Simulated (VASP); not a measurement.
# MoPd (P-6m2) in VASP: a series of runs

MoPd is run at these levels: LDA; tasks: single point, relaxation of volume and atoms at fixed shape.

All numbers are computed with VASP 6.6.1; they aren't measurements. Logs are shortened: lines on timing, memory, paths and dates and some standing lists are left out, and cuts for length are marked.

## (1) The cell of the first run

The structure is hexagonal, space group P-6m2 (No. 187). Conventional cell: a = 2.733 Å, b = 2.733 Å, c = 4.467 Å, α = 90.00°, β = 90.00°, γ = 120.00°. Within 3.6 Å of Mo (site symmetry -6m2) lie 6 Mo at 2.73 Å and 6 Pd at 2.73 Å. Pd (site symmetry -6m2) has 6 Pd at 2.73 Å and 6 Mo at 2.73 Å within 3.6 Å.

## (2) Single point, LDA

File INCAR:

```
  PREC = Accurate
  ENCUT = 520
  EDIFF = 1E-6
  ISMEAR = -1
  SIGMA = 0.1
  LREAL = False
  LASPH = True
  NELM = 80
  ALGO = Normal
  ISIF = 2
  LWAVE = False
  LCHARG = False
  NBANDS = 19
```

File KPOINTS:

```
regular mesh
0
Gamma
  8 8 5
```

File POSCAR:

```
MoPd
1.0
    2.7331387321      0.0000000000      0.0000000000
   -1.3665693660      2.3669675741      0.0000000000
    0.0000000000      0.0000000000      4.4670687260
Mo Pd
1 1
Direct
    0.6666666667      0.3333333333      0.5000000000
    0.3333333333      0.6666666667      0.0000000000
```

Potentials or basis: VASP PAW LDA potentials, release 64 (Mo_sv, Pd).

Launch:

```
cat potpaw_LDA.64/Mo_sv/POTCAR potpaw_LDA.64/Pd/POTCAR > POTCAR
mpirun -np 1 vasp_std > vasp.out
```

OUTCAR:

```text
PREC = Accurate
   ENCUT = 520
   EDIFF = 1E-6
   ISMEAR = -1
   LREAL = False
   LASPH = True
   NELM = 80
   ISIF = 2

 ion  position               nearest neighbor table
   1  0.667  0.333  0.500-   2 2.73   2 2.73   2 2.73   2 2.73   2 2.73   2 2.73
   2  0.333  0.667  0.000-   1 2.73   1 2.73   1 2.73   1 2.73   1 2.73   1 2.73

  LATTYP: Found a hexagonal cell.
 ALAT       =     2.7331387321
 C/A-ratio  =     1.6344097991

  Lattice vectors:

 A1 = (   2.7331387321,   0.0000000000,   0.0000000000)
 A2 = (  -1.3665693660,   2.3669675741,   0.0000000000)
 A3 = (   0.0000000000,   0.0000000000,   4.4670687260)

Analysis of symmetry for initial positions (statically):
=====================================================================
 Subroutine PRICEL returns:
 Original cell was already a primitive cell.

 Routine SETGRP: Setting up the symmetry group for a
 hexagonal supercell.

 Subroutine GETGRP returns: Found 12 space group operations
 (whereof 12 operations were pure point group operations)
 out of a pool of 24 trial point group operations.

The static configuration has the point symmetry D_3h.

Analysis of symmetry for dynamics (positions and initial velocities):
=====================================================================
 Subroutine PRICEL returns:
 Original cell was already a primitive cell.

 Routine SETGRP: Setting up the symmetry group for a
 hexagonal supercell.

 Subroutine GETGRP returns: Found 12 space group operations
 (whereof 12 operations were pure point group operations)
 out of a pool of 24 trial point group operations.

The dynamic configuration has the point symmetry D_3h.

 Subroutine INISYM returns: Found 12 space group operations
 (whereof 12 operations are pure point group operations),
 and found     1 'primitive' translations

----------------------------------------------------------------------------------------

                                     Primitive cell

  volume of cell :      28.8986

  direct lattice vectors                    reciprocal lattice vectors
     2.733138732  0.000000000  0.000000000     0.365879708  0.211240748  0.000000000
    -1.366569366  2.366967574  0.000000000     0.000000000  0.422481495  0.000000000
     0.000000000  0.000000000  4.467068726     0.000000000  0.000000000  0.223860447

  length of vectors
     2.733138732  2.733138732  4.467068726     0.422481495  0.422481495  0.223860447

  position of ions in fractional coordinates (direct lattice)
     0.666666667  0.333333333  0.500000000
[... 70 lines left out ...]
   ISTART =      0    job   : 0-new  1-cont  2-samecut
   ICHARG =      2    charge: 1-file 2-atom 10-const
   ISPIN  =      1    spin polarized calculation?
   LNONCOLLINEAR =      F non collinear calculations
   LSORBIT =      F    spin-orbit coupling
   LASPH  =      T    aspherical Exc in radial PAW
   ENCUT  =  520.0 eV  38.22 Ry    6.18 a.u.   5.08  5.08  8.31*2*pi/ulx,y,z
   NELM   =     80;   NELMIN=  2; NELMDL= -5     # of ELM steps
   EDIFF  = 0.1E-05   stopping-criterion for ELM
   LREAL  =      F    real-space projection
   EDIFFG = 0.1E-04   stopping-criterion for IOM
   NSW    =      0    number of steps for IOM
   IBRION =     -1    ionic relax: 0-MD 1-quasi-New 2-CG
   NFREE  =      0    steps in history (QN), initial steepest desc. (CG)
   ISIF   =      2    stress and relaxation
   ISYM   =      2    0-nonsym 1-usesym 2-fastsym
   POTIM  = 0.5000    time-step for ionic-motion
   TEBEG  =    0.0;   TEEND  =   0.0 temperature during run
   PSTRESS=    0.0 pullay stress
   NELECT =      24.0000    total number of electrons
   NUPDOWN=      -1.0000    fix difference up-down
   EMIN   =  10.00;   EMAX   =-10.00  energy-range for DOS
   EFERMI =   0.00;   METHOD = LEGACY
   ISMEAR =    -1;   SIGMA  =   0.10  broadening in eV -4-tet -1-fermi 0-gaus
   EFERMI_NEDOS =   21; number of points for ismear=-14 and -15
   IALGO  =     38    algorithm
   IMIX   =      4    mixing-type and parameters
     AMIX     =   0.40;   BMIX     =  1.00
     AMIX_MAG =   1.60;   BMIX_MAG =  1.00
  volume/ion in A,a.u.               =      14.45        97.51
  Fermi-wavevector in a.u.,A,eV,Ry     =   1.538815  2.907938 32.217932  2.367951
  Thomas-Fermi vector in A             =   2.645130
   LORBIT       =      0    0 simple, 1 ext, 2 COOP (PROOUT), +10 PAW based schemes
   GGA     = CA    functional components
   LHFCALC =     F    Hartree Fock is set to
   AEXX    =    0.0000 exact exchange contribution
   IVDW    =     0    specifies the selected vdW correction
   LEPSILON=     F    determine dielectric tensor
   LRPA    =     F    only Hartree local field effects (RPA)
 non-spin polarized calculation
  energy-cutoff  :      520.00
  volume of cell :       28.90
 maximum number of plane-waves:       786
   NGX = 11   NGY = 11   NGZ = 17

 number of electron      23.9999999 magnetization

 Free energy of the ion-electron system (eV)
  ---------------------------------------------------
  ext. energy  EPLUGINS =         0.00000000
  ---------------------------------------------------
  free energy    TOTEN  =       -18.65336869 eV

  energy without entropy =      -18.59141867  energy(sigma->0) =      -18.62239368

 E-fermi :  12.2558     XC(G=0): -13.8611

 val. band max:       12.2444024297   @ k =   0.5000   0.0000   0.2000
 cond. band min:      12.2714247129   @ k =   0.1250   0.0000   0.2000
 fundamental gap:      0.0270222832
 Fermi energy:        12.2557931572

 k-point     1 :       0.0000    0.0000    0.0000
  band No.  band energies     occupation
      1     -48.4513      2.00000
      2     -22.8452      2.00000
      3     -21.9143      2.00000
      4     -21.9143      2.00000
      5       4.3357      2.00000
      6       6.1450      2.00000
[... 505 lines left out ...]
      6       6.6300      2.00000
[... 11 lines left out ...]
     18      25.4581      0.00000
     19      27.1175      0.00000

 [... further k-points ...]
[... 5 lines left out ...]
  --------------------------------------------------------------------------------------
  -------------------------------------------------------------------------------------
  Total       -0.0914607     -0.0914607      0.6132102     -0.0000000      0.0000000     -0.0000000
  in kB       -5.0707054     -5.0707054     33.9972138     -0.0000000      0.0000000     -0.0000000
  external PRESSURE =       7.9519344 kB  Pullay stress =       0.0000000 kB

 VOLUME and BASIS-vectors are now :
 -----------------------------------------------------------------------------
  energy-cutoff  :      520.00
  volume of cell :       28.90
      direct lattice vectors                 reciprocal lattice vectors
     2.733138732  0.000000000  0.000000000     0.365879708  0.211240748  0.000000000
    -1.366569366  2.366967574  0.000000000     0.000000000  0.422481495  0.000000000
     0.000000000  0.000000000  4.467068726     0.000000000  0.000000000  0.223860447

 POSITION                                       TOTAL-FORCE (eV/Angst)
 -----------------------------------------------------------------------------------
      1.36657      0.78899      2.23353         0.000000      0.000000      0.000000
     -0.00000      1.57798      0.00000         0.000000     -0.000000      0.000000
 -----------------------------------------------------------------------------------
    total drift:                               -0.000000      0.000000      0.000000

  FREE ENERGIE OF THE ION-ELECTRON SYSTEM (eV)
  ---------------------------------------------------
  free  energy   TOTEN  =       -18.6533686850 eV

  energy  without entropy=      -18.5914186735  energy(sigma->0) =      -18.62239368
```

OSZICAR:

```text
N       E                     dE             d eps       ncg     rms          rms(c)
DAV:   1     0.207817496101E+03    0.20782E+03   -0.14372E+04  1140   0.130E+03
DAV:   2    -0.153012137103E+02   -0.22312E+03   -0.21770E+03  1195   0.378E+02
DAV:   3    -0.198530217052E+02   -0.45518E+01   -0.45090E+01  1266   0.579E+01
DAV:   4    -0.198775438143E+02   -0.24522E-01   -0.24518E-01  1251   0.433E+00
DAV:   5    -0.198778544289E+02   -0.31061E-03   -0.31061E-03  1266   0.505E-01    0.181E+01
DAV:   6    -0.190275374850E+02    0.85032E+00   -0.49697E+00  1245   0.178E+01    0.809E+00
DAV:   7    -0.190184051136E+02    0.91324E-02   -0.49460E+00  1215   0.153E+01    0.457E+00
DAV:   8    -0.186619498581E+02    0.35646E+00   -0.18402E+00  1203   0.906E+00    0.123E+00
DAV:   9    -0.186541180080E+02    0.78319E-02   -0.34162E-02  1263   0.164E+00    0.347E-01
DAV:  10    -0.186534158228E+02    0.70219E-03   -0.21657E-03  1295   0.378E-01    0.140E-01
DAV:  11    -0.186533689701E+02    0.46853E-04   -0.26543E-04  1256   0.120E-01    0.243E-02
DAV:  12    -0.186533686850E+02    0.28504E-06   -0.59003E-06  1260   0.205E-02
   1 F= -.18653369E+02 E0= -.18622394E+02  d E =-.619500E-01
```

stdout:

```text
POSCAR found type information on POSCAR MoPd
 POSCAR found :  2 types and       2 ions
 scaLAPACK will be used
 LDA part: xc-table for (Slater(with rela. corr.)+CA(PZ))
 , standard interpolation
 POSCAR, INCAR and KPOINTS ok, starting setup
 FFT: planning ... GRIDC
 FFT: planning ... GRID_SOFT
 FFT: planning ... GRID
 WAVECAR not read
 entering main loop
```

It took 21 s on 1 thread of Intel Xeon 8259CL, shared host; peak memory 0.14 GiB.

Results:

* Free energy: -18.6534 eV
* Pressure: 0.8 GPa
* Band gap on the k mesh: zero (bands 12 and 13 overlap by 2.11 eV)

Stress tensor (GPa, compression positive):
```
-0.51  0.00  0.00
 0.00 -0.51  0.00
 0.00  0.00  3.40
```

## (3) Relaxation of volume and atoms at fixed shape, LDA

This run uses another cell than the first one, of 15.43 Å³/atom.

File INCAR:

```
ALGO = Normal ; EDIFF = 1E-7
EDIFFG = -0.03 ; ENCUT = 600
GGA = CA ; IBRION = 2
ISIF = 8 ; ISMEAR = -1
LASPH = True ; LCHARG = False
LREAL = False ; LWAVE = False
NELM = 100 ; NSW = 60
PREC = Accurate ; SIGMA = 0.1
```

File KPOINTS:

```
k-points
0
Gamma
  8 8 5
```

File POSCAR:

```
MoPd
1.0
    2.7938960000      0.0000000000      0.0000000000
   -1.3969480000      2.4195849115      0.0000000000
    0.0000000000      0.0000000000      4.5663710000
Mo Pd
1 1
Direct
    0.6666666667      0.3333333333      0.5000000000
    0.3333333333      0.6666666667      0.0000000000
```

Potentials or basis: VASP PAW LDA potentials, release 64 (Mo_sv, Pd).

Launch:

```
cat potpaw_LDA.64/Mo_sv/POTCAR potpaw_LDA.64/Pd/POTCAR > POTCAR
mpirun -np 1 vasp_std > vasp.out
```

OUTCAR:

```text
EDIFF = 1E-7
   EDIFFG = -0.03
   ENCUT = 600
   GGA = CA
   IBRION = 2
   ISIF = 8
   ISMEAR = -1
   LASPH = True
   LREAL = False
   NELM = 100
   NSW = 60
   PREC = Accurate

 ion  position               nearest neighbor table
   1  0.667  0.333  0.500-   2 2.80   2 2.80   2 2.80   2 2.80   2 2.80   2 2.80
   2  0.333  0.667  0.000-   1 2.80   1 2.80   1 2.80   1 2.80   1 2.80   1 2.80

  LATTYP: Found a hexagonal cell.
 ALAT       =     2.7938960000
 C/A-ratio  =     1.6344097991

  Lattice vectors:

 A1 = (   2.7938960000,   0.0000000000,   0.0000000000)
 A2 = (  -1.3969480000,   2.4195849115,   0.0000000000)
 A3 = (   0.0000000000,   0.0000000000,   4.5663710000)

Analysis of symmetry for initial positions (statically):
=====================================================================
 Subroutine PRICEL returns:
 Original cell was already a primitive cell.

 Routine SETGRP: Setting up the symmetry group for a
 hexagonal supercell.

 Subroutine GETGRP returns: Found 12 space group operations
 (whereof 12 operations were pure point group operations)
[... 167 lines left out ...]
------------------------ aborting loop because EDIFF is reached ----------------------------------------

  FORCE on cell =-STRESS in cart. coord.  units (eV):
  Direction    XX          YY          ZZ          XY          YZ          ZX
  --------------------------------------------------------------------------------------
  -------------------------------------------------------------------------------------
  Total       -3.0224507     -3.0224507     -2.3502547      0.0000000      0.0000000      0.0000000
  in kB     -156.8727482   -156.8727482   -121.9840995      0.0000000      0.0000000      0.0000000
  external PRESSURE =    -145.2431986 kB  Pullay stress =       0.0000000 kB
[... 95 lines left out ...]
--------------------------------------- Ionic step        4  -------------------------------------------

 number of electron      23.9999999 magnetization

 Free energy of the ion-electron system (eV)
  ---------------------------------------------------
  ext. energy  EPLUGINS =         0.00000000
  ---------------------------------------------------
  free energy    TOTEN  =       -18.65492620 eV

  energy without entropy =      -18.59274083  energy(sigma->0) =      -18.62383351

 E-fermi :  12.1895     XC(G=0): -13.8392

 val. band max:       12.1797353475   @ k =   0.5000   0.0000   0.2000
 cond. band min:      12.2068464155   @ k =   0.1250   0.0000   0.2000
 fundamental gap:      0.0271110679
 Fermi energy:        12.1895358715

 k-point     1 :       0.0000    0.0000    0.0000
  band No.  band energies     occupation
      1     -48.5187      2.00000
      2     -22.9117      2.00000
      3     -21.9892      2.00000
      4     -21.9892      2.00000
      5       4.2938      2.00000
      6       6.1059      2.00000
[... 433 lines left out ...]
      3     -22.7396      2.00000
      4     -22.2603      2.00000
      5       6.1869      2.00000
      6       6.5916      2.00000
[... 8 lines left out ...]
     15      15.5910      0.00000
     16      15.6816      0.00000

 [... further k-points ...]
[... 5 lines left out ...]
  --------------------------------------------------------------------------------------
  -------------------------------------------------------------------------------------
  Total       -0.2655369     -0.2655369      0.4313812     -0.0000000     -0.0000000      0.0000000
  in kB      -14.6674044    -14.6674044     23.8281104     -0.0000000     -0.0000000      0.0000000
  external PRESSURE =      -1.8355662 kB  Pullay stress =       0.0000000 kB
[... 17 lines left out ...]
  FREE ENERGIE OF THE ION-ELECTRON SYSTEM (eV)
  ---------------------------------------------------
  free  energy   TOTEN  =       -18.6549261988 eV

  energy  without entropy=      -18.5927408285  energy(sigma->0) =      -18.62383351

 reached required accuracy - stopping structural energy minimisation
```

OSZICAR:

```text
N       E                     dE             d eps       ncg     rms          rms(c)
DAV:   1     0.220632659774E+03    0.22063E+03   -0.15692E+04   960   0.171E+03
DAV:   2    -0.157177259713E+02   -0.23635E+03   -0.23374E+03  1160   0.440E+02
DAV:   3    -0.197818672295E+02   -0.40641E+01   -0.40429E+01  1064   0.634E+01
[... 40 lines left out ...]
DAV:   3    -0.186551842457E+02   -0.69707E-04   -0.39257E-03  1080   0.534E-01    0.136E-01
DAV:   4    -0.186549145807E+02    0.26967E-03   -0.12801E-03  1056   0.276E-01    0.524E-02
DAV:   5    -0.186549260332E+02   -0.11452E-04   -0.30345E-05  1008   0.480E-02    0.104E-02
DAV:   6    -0.186549262452E+02   -0.21203E-06   -0.31489E-06  1040   0.148E-02    0.370E-03
DAV:   7    -0.186549261988E+02    0.46428E-07   -0.37913E-07   688   0.592E-03
   4 F= -.18654926E+02 E0= -.18623834E+02  d E =-.907171E-01
```

Wall time 75 s (1 thread of Intel Xeon 8259CL, shared host); peak memory 0.16 GiB.

What came out:

```
Free energy                           : -18.6549 eV
Relaxed volume                        : 14.50 Å³/atom
Relaxed cell                          : a = 2.737 Å, b = 2.737 Å, c = 4.473 Å, α = 90.00°, β = 90.00°, γ = 120.00°
Space group after relaxing (to 0.1 Å) : P-6m2 (No. 187)
Energy gained by relaxing             : 45.4 meV/atom
Ionic steps                           : 4
Pressure after relaxing               : -0.2 GPa
Band gap on the k mesh                : zero (bands 12 and 13 overlap by 2.10 eV)
```

Stress tensor (GPa, compression positive):
```
-1.47  0.00  0.00
 0.00 -1.47  0.00
 0.00  0.00  2.38
```

The path:
| step | energy change (eV) | largest force (eV/Å) | pressure (GPa) | volume (Å³) |
| --- | --- | --- | --- | --- |
| 1 | 0.0000 | 0.0000 | -14.52 | 30.87 |
| 2 | 0.5063 | 0.0000 | 55.53 | 25.03 |
| 3 | -0.0905 | 0.0000 | -0.90 | 29.08 |
| 4 | -0.0907 | 0.0000 | -0.18 | 29.01 |

Final structure:
```
Mo Pd
1.0
     2.73651    0.00000    0.00000
    -1.36825    2.36989    0.00000
     0.00000    0.00000    4.47258
Mo Pd
1 1
Direct
  0.66667 0.33333 0.50000
  0.33333 0.66667 0.00000
```

Levels at points of the mesh, in eV from the Fermi level:
```
           k point  band 9  band 10  band 11  band 12  band 13  band 14  band 15  band 16
(0.00, 0.00, 0.00)   -2.69    -2.47    -2.47    -0.65    -0.65     0.72     2.39     2.39
(0.50, 0.00, 0.00)   -2.44    -2.23    -1.28    -0.84     2.29     3.24     4.49     6.63
```
